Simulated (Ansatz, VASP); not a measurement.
Two plane-wave programs on CdF2

```
Cd F
1.0
     0.00000    2.71899    2.69207
     2.66515    0.00000    2.69207
     2.66515    2.71899    0.00000
Cd F
1 2
Direct
  0.00000 0.00000 0.00000
  0.25000 0.25000 0.25000
  0.75000 0.75000 0.75000
```

Change from the starting cell: strain +e along x and -e along y -0.0100, strain +e along z and -e/2 along x and y +0.0000.

Alike in both runs: task single point; functional PBEsol; k mesh 8 × 8 × 8; occupations gaussian, width 0.05 eV; no spin polarisation.

```csv
,VASP,Ansatz
version,VASP 6.6.1,Ansatz 0.2.0
potentials or method,"VASP PAW PBE potentials, release 64 (Cd, F), cutoff 520 eV","scalar-relativistic, plane waves, PAW"
valence electrons in the cell,26,34
```

VASP gave:

- gap on the k mesh at the Fermi level (eV): 2.89
- least direct gap on the mesh (eV): 3.37
- pressure (GPa): 0.8
- traceless stress, the component that is largest in VASP (GPa): 1.10

Q: Estimate Ansatz's values.

A: gap on the k mesh at the Fermi level (eV): 2.93; least direct gap on the mesh (eV): 3.40; pressure (GPa): 0.0; traceless stress, the component that is largest in VASP (GPa): 1.12.

VASP's potentials were made for PBE, not for PBEsol. The functional is the same, so the differences come from potentials, cutoffs and numerics. VASP's potentials hold 26 valence electrons a cell and Ansatz's 34, so a difference there can come from the potentials and not from the codes.
